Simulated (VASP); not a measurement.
# Hg3Pt in VASP: further runs, part 2 of 2

VASP 6.6.1. Earlier steps stand in the parts before.

**3. Single point, PBE**

This run uses another cell than the first one, of 21.73 Å³/atom.

INCAR reads:

```
SYSTEM = Hg3Pt
  PREC = Accurate
  ENCUT = 520
  EDIFF = 1E-6
  ISMEAR = -1
  SIGMA = 0.05
  LREAL = .False.
  LASPH = .True.
  NELM = 60
  ALGO = Normal
  ISIF = 2
  LWAVE = .False.
  LCHARG = .False.
  GGA = PE
  NBANDS = 31
```

KPOINTS reads:

```
Automatic mesh
0
Gamma
  6 6 6
  0 0 0
```

POSCAR reads:

```
Hg3Pt
1.0
    4.4294234350      0.0000000000      0.0000000000
    0.0000000000      4.4294234350      0.0000000000
    0.0000000000      0.0000000000      4.4294234350
Hg Pt
3 1
Direct
    0.5000000000      0.5000000000      0.0000000000
    0.5000000000      0.0000000000      0.5000000000
    0.0000000000      0.5000000000      0.5000000000
    0.0000000000      0.0000000000      0.0000000000
```

Potentials or basis: VASP PAW PBE potentials, release 64 (Hg, Pt).

The run is started by

```sh
cat potpaw_PBE.64/Hg/POTCAR potpaw_PBE.64/Pt/POTCAR > POTCAR
mpirun -np 1 vasp_std > vasp.out
```

OUTCAR:

```text
SYSTEM = Hg3Pt
   PREC = Accurate
   ENCUT = 520
   EDIFF = 1E-6
   ISMEAR = -1
   LREAL = .False.
   LASPH = .True.
   NELM = 60
   ISIF = 2
   GGA = PE

 ion  position               nearest neighbor table
   1  0.500  0.500  0.000-   2 3.13   3 3.13   4 3.13   2 3.13   3 3.13   2 3.13   4 3.13   2 3.13
                             3 3.13   4 3.13   3 3.13   4 3.13
   2  0.500  0.000  0.500-   1 3.13   3 3.13   4 3.13   1 3.13   4 3.13   1 3.13   3 3.13   1 3.13
                             3 3.13   4 3.13   4 3.13   3 3.13
   3  0.000  0.500  0.500-   1 3.13   2 3.13   4 3.13   1 3.13   4 3.13   2 3.13   4 3.13   4 3.13
                             1 3.13   2 3.13   1 3.13   2 3.13
   4  0.000  0.000  0.000-   1 3.13   2 3.13   3 3.13   2 3.13   3 3.13   1 3.13   3 3.13   3 3.13
                             1 3.13   2 3.13   2 3.13   1 3.13

  LATTYP: Found a simple cubic cell.
 ALAT       =     4.4294234350

  Lattice vectors:

 A1 = (   4.4294234350,   0.0000000000,   0.0000000000)
 A2 = (   0.0000000000,   4.4294234350,   0.0000000000)
 A3 = (   0.0000000000,   0.0000000000,   4.4294234350)

Analysis of symmetry for initial positions (statically):
=====================================================================
 Subroutine PRICEL returns:
 Original cell was already a primitive cell.

 Routine SETGRP: Setting up the symmetry group for a
 simple cubic supercell.

 Subroutine GETGRP returns: Found 48 space group operations
 (whereof 48 operations were pure point group operations)
 out of a pool of 48 trial point group operations.

The static configuration has the point symmetry O_h .

Analysis of symmetry for dynamics (positions and initial velocities):
=====================================================================
 Subroutine PRICEL returns:
 Original cell was already a primitive cell.

 Routine SETGRP: Setting up the symmetry group for a
 simple cubic supercell.

 Subroutine GETGRP returns: Found 48 space group operations
 (whereof 48 operations were pure point group operations)
 out of a pool of 48 trial point group operations.

The dynamic configuration has the point symmetry O_h .

 Subroutine INISYM returns: Found 48 space group operations
 (whereof 48 operations are pure point group operations),
 and found     1 'primitive' translations

----------------------------------------------------------------------------------------

                                     Primitive cell

  volume of cell :      86.9044

  direct lattice vectors                    reciprocal lattice vectors
     4.429423435  0.000000000  0.000000000     0.225763017  0.000000000  0.000000000
     0.000000000  4.429423435  0.000000000     0.000000000  0.225763017  0.000000000
     0.000000000  0.000000000  4.429423435     0.000000000  0.000000000  0.225763017

  length of vectors
     4.429423435  4.429423435  4.429423435     0.225763017  0.225763017  0.225763017

  position of ions in fractional coordinates (direct lattice)
     0.500000000  0.500000000  0.000000000
     0.500000000  0.000000000  0.500000000
     0.000000000  0.500000000  0.500000000
     0.000000000  0.000000000  0.000000000

  ion indices of the primitive-cell ions
   primitive index   ion index
                 1           1
[... 25 lines left out ...]
 Subroutine IBZKPT returns following result:
 ===========================================

 Found     20 irreducible k-points:

 Following reciprocal coordinates:
            Coordinates               Weight
  0.000000  0.000000  0.000000      1.000000
  0.166667  0.000000  0.000000      6.000000
  0.333333  0.000000  0.000000      6.000000
  0.500000  0.000000  0.000000      3.000000
  0.166667  0.166667  0.000000     12.000000
  0.333333  0.166667  0.000000     24.000000
[... 12 lines left out ...]
  0.500000  0.500000  0.333333      6.000000
  0.500000  0.500000  0.500000      1.000000
   k-points           NKPTS =     20   k-points in BZ     NKDIM =     20   number of bands    NBANDS=     31
   number of dos      NEDOS =    301   number of ions     NIONS =      4
   total plane-waves  NPLWV =  46656
   dimension x,y,z NGX =    36 NGY =   36 NGZ =   36
   dimension x,y,z NGXF=    72 NGYF=   72 NGZF=   72
   ions per type =               3   1
   NGX,Y,Z   is equivalent  to a cutoff of  13.51, 13.51, 13.51 a.u.
   NGXF,Y,Z  is equivalent  to a cutoff of  27.02, 27.02, 27.02 a.u.
 SYSTEM =  Hg3Pt
   PREC   = accura    normal or accurate (medium, high low for compatibility)
   ISTART =      0    job   : 0-new  1-cont  2-samecut
   ICHARG =      2    charge: 1-file 2-atom 10-const
   ISPIN  =      1    spin polarized calculation?
   LNONCOLLINEAR =      F non collinear calculations
   LSORBIT =      F    spin-orbit coupling
   LASPH  =      T    aspherical Exc in radial PAW
   ENCUT  =  520.0 eV  38.22 Ry    6.18 a.u.   8.24  8.24  8.24*2*pi/ulx,y,z
   NELM   =     60;   NELMIN=  2; NELMDL= -5     # of ELM steps
   EDIFF  = 0.1E-05   stopping-criterion for ELM
   LREAL  =      F    real-space projection
   EDIFFG = 0.1E-04   stopping-criterion for IOM
   NSW    =      0    number of steps for IOM
   IBRION =     -1    ionic relax: 0-MD 1-quasi-New 2-CG
   NFREE  =      0    steps in history (QN), initial steepest desc. (CG)
   ISIF   =      2    stress and relaxation
   ISYM   =      2    0-nonsym 1-usesym 2-fastsym
   POTIM  = 0.5000    time-step for ionic-motion
   TEBEG  =    0.0;   TEEND  =   0.0 temperature during run
   PSTRESS=    0.0 pullay stress
   NELECT =      46.0000    total number of electrons
   NUPDOWN=      -1.0000    fix difference up-down
   EMIN   =  10.00;   EMAX   =-10.00  energy-range for DOS
   EFERMI =   0.00;   METHOD = LEGACY
   ISMEAR =    -1;   SIGMA  =   0.05  broadening in eV -4-tet -1-fermi 0-gaus
   EFERMI_NEDOS =   21; number of points for ismear=-14 and -15
   IALGO  =     38    algorithm
   IMIX   =      4    mixing-type and parameters
     AMIX     =   0.40;   BMIX     =  1.00
     AMIX_MAG =   1.60;   BMIX_MAG =  1.00
  volume/ion in A,a.u.               =      21.73       146.61
  Fermi-wavevector in a.u.,A,eV,Ry     =   1.324281  2.502529 23.860822  1.753721
  Thomas-Fermi vector in A             =   2.453827
   LORBIT       =      0    0 simple, 1 ext, 2 COOP (PROOUT), +10 PAW based schemes
   GGA     = PE    functional components
   LHFCALC =     F    Hartree Fock is set to
   AEXX    =    0.0000 exact exchange contribution
   IVDW    =     0    specifies the selected vdW correction
   LEPSILON=     F    determine dielectric tensor
   LRPA    =     F    only Hartree local field effects (RPA)
 non-spin polarized calculation
  energy-cutoff  :      520.00
  volume of cell :       86.90
 maximum number of plane-waves:      2364
 NGX is ok and might be reduce to    36
   NGX = 17   NGY = 17   NGZ = 17

 number of electron      45.9999988 magnetization

 Free energy of the ion-electron system (eV)
  ---------------------------------------------------
  ext. energy  EPLUGINS =         0.00000000
  ---------------------------------------------------
  free energy    TOTEN  =        -5.69196061 eV

  energy without entropy =       -5.67743337  energy(sigma->0) =       -5.68469699

 E-fermi :   4.0649     XC(G=0): -11.3515

 val. band max:        4.0244809776   @ k =   0.3333   0.1667   0.0000
 cond. band min:       4.1476791264   @ k =   0.3333   0.1667   0.1667
 fundamental gap:      0.1231981489
 Fermi energy:         4.0649346104

 k-point     1 :       0.0000    0.0000    0.0000
  band No.  band energies     occupation
      1      -5.2038      2.00000
      2      -4.2077      2.00000
      3      -3.9871      2.00000
      4      -3.9871      2.00000
      5      -3.9871      2.00000
      6      -3.7364      2.00000
[... 669 lines left out ...]
     30      17.2923      0.00000
     31      17.2931      0.00000

------------------------ aborting loop because EDIFF is reached ----------------------------------------

  FORCE on cell =-STRESS in cart. coord.  units (eV):
  Direction    XX          YY          ZZ          XY          YZ          ZX
  --------------------------------------------------------------------------------------
  -------------------------------------------------------------------------------------
  Total       -2.5141669     -2.5141669     -2.5141669     -0.0000000     -0.0000000     -0.0000000
  in kB      -46.3514241    -46.3514241    -46.3514241     -0.0000000     -0.0000000     -0.0000000
  external PRESSURE =     -46.3514241 kB  Pullay stress =       0.0000000 kB

 VOLUME and BASIS-vectors are now :
 -----------------------------------------------------------------------------
  energy-cutoff  :      520.00
  volume of cell :       86.90
      direct lattice vectors                 reciprocal lattice vectors
     4.429423435  0.000000000  0.000000000     0.225763017  0.000000000  0.000000000
     0.000000000  4.429423435  0.000000000     0.000000000  0.225763017  0.000000000
     0.000000000  0.000000000  4.429423435     0.000000000  0.000000000  0.225763017

 POSITION                                       TOTAL-FORCE (eV/Angst)
 -----------------------------------------------------------------------------------
      2.21471      2.21471      0.00000         0.000000      0.000000      0.000000
      2.21471      0.00000      2.21471         0.000000      0.000000      0.000000
      0.00000      2.21471      2.21471         0.000000      0.000000      0.000000
      0.00000      0.00000      0.00000         0.000000      0.000000      0.000000
 -----------------------------------------------------------------------------------
    total drift:                                0.000000      0.000000      0.000000

  FREE ENERGIE OF THE ION-ELECTRON SYSTEM (eV)
  ---------------------------------------------------
  free  energy   TOTEN  =        -5.6919606051 eV

  energy  without entropy=       -5.6774333670  energy(sigma->0) =       -5.68469699
```

OSZICAR:

```text
N       E                     dE             d eps       ncg     rms          rms(c)
DAV:   1     0.372988866137E+03    0.37299E+03   -0.23341E+04  1240   0.144E+03
DAV:   2     0.552248362358E+01   -0.36747E+03   -0.34705E+03  1338   0.373E+02
DAV:   3    -0.616445912457E+01   -0.11687E+02   -0.11563E+02  1436   0.724E+01
DAV:   4    -0.621814289412E+01   -0.53684E-01   -0.53670E-01  1380   0.456E+00
DAV:   5    -0.621855957127E+01   -0.41668E-03   -0.41666E-03  1457   0.428E-01    0.909E+00
DAV:   6    -0.578105906449E+01    0.43750E+00   -0.18147E+00  1377   0.118E+01    0.808E+00
DAV:   7    -0.571458208825E+01    0.66477E-01   -0.49639E-01  1296   0.370E+00    0.463E+00
DAV:   8    -0.569295555762E+01    0.21627E-01   -0.10506E-01  1324   0.230E+00    0.132E+00
DAV:   9    -0.569201300077E+01    0.94256E-03   -0.14459E-02  1387   0.118E+00    0.237E-01
DAV:  10    -0.569191318579E+01    0.99815E-04   -0.36832E-04  1363   0.112E-01    0.113E-01
DAV:  11    -0.569196148688E+01   -0.48301E-04   -0.10599E-04  1359   0.713E-02    0.124E-02
DAV:  12    -0.569196060506E+01    0.88182E-06   -0.46664E-06  1359   0.163E-02
   1 F= -.56919606E+01 E0= -.56846970E+01  d E =-.145272E-01
```

stdout:

```text
POSCAR found type information on POSCAR HgPt
 POSCAR found :  2 types and       4 ions
 scaLAPACK will be used
 LDA part: xc-table for (Slater+PW92), standard interpolation
 POSCAR, INCAR and KPOINTS ok, starting setup
 FFT: planning ... GRIDC
 FFT: planning ... GRID_SOFT
 FFT: planning ... GRID
 WAVECAR not read
 entering main loop
```

It took 18 s on 1 thread of Intel Xeon 6975P-C (Granite Rapids), shared host; peak memory 0.22 GiB.

Results:

```
Free energy            : -5.6920 eV
Pressure               : -4.6 GPa
Band gap on the k mesh : zero (bands 23 and 24 overlap by 2.22 eV)
```

Levels at points of the mesh, in eV from the Fermi level:
| k point | band 20 | band 21 | band 22 | band 23 | band 24 | band 25 | band 26 | band 27 |
| --- | --- | --- | --- | --- | --- | --- | --- | --- |
| (0.00, 0.00, 0.00) | -1.44 | -1.44 | 0.09 | 0.09 | 0.09 | 1.76 | 1.76 | 2.91 |
| (0.50, 0.00, 0.00) | -2.20 | -1.77 | -1.49 | 0.74 | 2.42 | 3.84 | 3.84 | 3.95 |
| (0.50, 0.50, 0.00) | -2.20 | -2.20 | -1.75 | -1.05 | -0.58 | 4.81 | 5.34 | 5.34 |
| (0.50, 0.50, 0.50) | -1.49 | -1.49 | -1.23 | -1.23 | -1.23 | 0.35 | 0.35 | 0.35 |

Caveat: the cell stands under tension; spin-orbit coupling is left out, which moves the levels of the heavy elements.

**4. Single point, PBE (atoms moved at random)**

INCAR reads:

```
PREC     = Accurate       # precision mode
ENCUT    = 520            # plane-wave cutoff, eV
EDIFF    = 1E-7           # SCF threshold, eV
ISMEAR   = -1             # smearing method
SIGMA    = 0.05           # smearing width, eV
LREAL    = False          # projectors in reciprocal space
LASPH    = True           # aspherical terms in the spheres
NELM     = 80             # most SCF steps
ALGO     = Fast           # electronic algorithm
ISIF     = 2              # what is computed and relaxed
LWAVE    = False          # write WAVECAR
LCHARG   = False          # write CHGCAR
GGA      = PE             # functional
NBANDS   = 31             # bands
```

KPOINTS reads:

```
regular mesh
0
Gamma
  6 6 6
```

POSCAR reads:

```
Hg3Pt
1.0
    4.3442210000      0.0000000000      0.0000000000
    0.0000000000      4.3442210000      0.0000000000
    0.0000000000      0.0000000000      4.3442210000
Hg Pt
3 1
Direct
    0.4965820000      0.5080420000     -0.0013130000
    0.4908130000      0.0070880000      0.4965770000
    0.0025860000      0.4971790000      0.4990580000
    0.0031350000     -0.0019690000     -0.0127810000
```

The run is started by

```sh
cat potpaw_PBE.64/Hg/POTCAR potpaw_PBE.64/Pt/POTCAR > POTCAR
mpirun -np 1 vasp_std > vasp.out
```

Run time: 64 s. Hardware: 1 thread of Intel Xeon 6975P-C (Granite Rapids), shared host; peak memory 0.36 GiB.

It converged, with:

- Free energy: -5.7675 eV
- Pressure: -0.6 GPa
- Largest force: 0.231 eV/Å
- Band gap on the k mesh: zero (bands 23 and 24 overlap by 2.71 eV)

Forces in eV/Å, atoms in the order of the input:
```
Hg   0.133 -0.010  0.047
Hg   0.177 -0.053 -0.037
Hg  -0.214  0.070 -0.053
Pt  -0.095 -0.007  0.043
```

Stress tensor (GPa, compression positive):
```
-0.61 -0.08 -0.05
-0.08 -0.60 -0.01
-0.05 -0.01 -0.63
```

Levels at points of the mesh, in eV from the Fermi level:
| k point | band 19 | band 20 | band 21 | band 22 | band 23 | band 24 | band 25 | band 26 | band 27 | band 28 |
| --- | --- | --- | --- | --- | --- | --- | --- | --- | --- | --- |
| (0.00, 0.00, 0.00) | -1.56 | -1.56 | -1.55 | -0.12 | -0.11 | -0.11 | 2.05 | 2.05 | 3.18 | 7.61 |
| (0.50, 0.00, 0.00) | -2.62 | -2.40 | -1.96 | -1.60 | 0.95 | 2.65 | 3.82 | 3.83 | 4.10 | 4.10 |
| (0.00, 0.50, 0.00) | -2.62 | -2.40 | -1.96 | -1.60 | 0.95 | 2.65 | 3.91 | 3.91 | 4.02 | 4.03 |
| (0.00, 0.00, 0.50) | -2.62 | -2.40 | -1.96 | -1.60 | 0.95 | 2.65 | 3.88 | 3.89 | 4.05 | 4.05 |
| (0.50, 0.50, 0.00) | -3.65 | -2.42 | -2.41 | -1.94 | -1.11 | -0.63 | 5.03 | 5.54 | 5.55 | 6.21 |
| (0.00, 0.50, 0.50) | -3.68 | -2.41 | -2.41 | -1.94 | -1.11 | -0.63 | 5.02 | 5.52 | 5.54 | 6.21 |
| (0.50, 0.00, 0.50) | -3.66 | -2.42 | -2.41 | -1.95 | -1.11 | -0.63 | 5.03 | 5.54 | 5.55 | 6.20 |
| (0.50, 0.50, 0.50) | -2.29 | -1.65 | -1.64 | -1.52 | -1.51 | -1.50 | 0.47 | 0.47 | 0.48 | 0.94 |

Caveat: the cell differs from its parent crystal (atoms moved at random); spin-orbit coupling is left out, which moves the levels of the heavy elements.

**5. The runs side by side**

| cell | gap on the mesh (eV) | pressure (GPa) |
| --- | --- | --- |
| a = 4.401 Å, 4 atoms, atomic positions A | none | -3.5 |
| a = 4.429 Å, 4 atoms, atomic positions A | none | -4.6 |
| a = 4.344 Å, 4 atoms, atomic positions B | none | -0.6 |

Alike in all rows: task single point; level PBE; potentials or basis VASP PAW PBE potentials, release 64 (Hg, Pt); no spin polarisation; k mesh 6 × 6 × 6; cutoff (eV) 520; smearing fermi-dirac 0.05 eV.

Caveats: spin-orbit coupling is left out, which moves the levels of the heavy elements; the cell stands under tension (at least some runs).

Total energies depend on the potentials used, so only differences within one code and one set of settings carry meaning.
